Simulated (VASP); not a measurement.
Set up this calculation in VASP 6.6.1, as the native input.

```
Task                   : single point
Functional             : PBE
Potentials or basis    : VASP PAW PBE potentials, release 64 (Si, C)
Cutoff                 : 520 eV
k mesh                 : 12 × 12 × 6
Occupations            : gaussian, width 0.05 eV
Spin                   : no spin polarisation
Dipole correction      : no
Further INCAR settings : ALGO = Normal; EDIFF = 1e-06; NBANDS = 16
```

The structure of SiC lies in POSCAR:

```
SiC
1.0
    3.0917664073      0.0000000000      0.0000000000
   -1.5458832036      2.6775482513      0.0000000000
    0.0000000000      0.0000000000      5.0740211774
Si C
2 2
Direct
    0.3333333333      0.6666666667      0.0045635313
    0.6666666667      0.3333333333      0.5045635313
    0.3694083443      0.6930754076      0.4198529380
    0.6666666667      0.3333333333      0.8804364687
```

This cell differs from its parent crystal: atom 3 (C) moved by (+0.100, +0.200) A along [1 1 0] and z.

These files were run (other wordings do the same):

INCAR

```
SYSTEM = SiC
ALGO = Normal ; EDIFF = 1E-6
ENCUT = 520 ; GGA = PE
ISIF = 2 ; ISMEAR = 0
LASPH = .TRUE. ; LCHARG = .FALSE.
LREAL = .FALSE. ; LWAVE = .FALSE.
NBANDS = 16 ; NELM = 80
PREC = Accurate ; SIGMA = 0.05
```

KPOINTS

```
k-points
0
G
  12 12 6
  0 0 0
```

Potentials or basis: VASP PAW PBE potentials, release 64 (Si, C).

Launch:

```bash
$ cat potpaw_PBE.64/Si/POTCAR potpaw_PBE.64/C/POTCAR > POTCAR
$ mpirun -np 1 vasp_std > vasp.out
```

It gave:

| Property | Result |
| --- | --- |
| Pressure | 3.2 GPa |
| Largest force | 4.297 eV/Å |
| Band gap on the k mesh | 2.14 eV (least direct gap 4.02 eV) |

Caveat: the cell differs from its parent crystal (atom 3 (C) moved by (+0.100, +0.200) A along [1 1 0] and z); the stress differs along the axes, from -2 to 10 GPa; forces of over 1 eV/Å act on the atoms, so gaps and moduli don't describe the material at rest.

Run time: 5.7 min on 1 thread of Intel Xeon 8259CL, with other jobs on the host, peak memory 0.35 GiB.
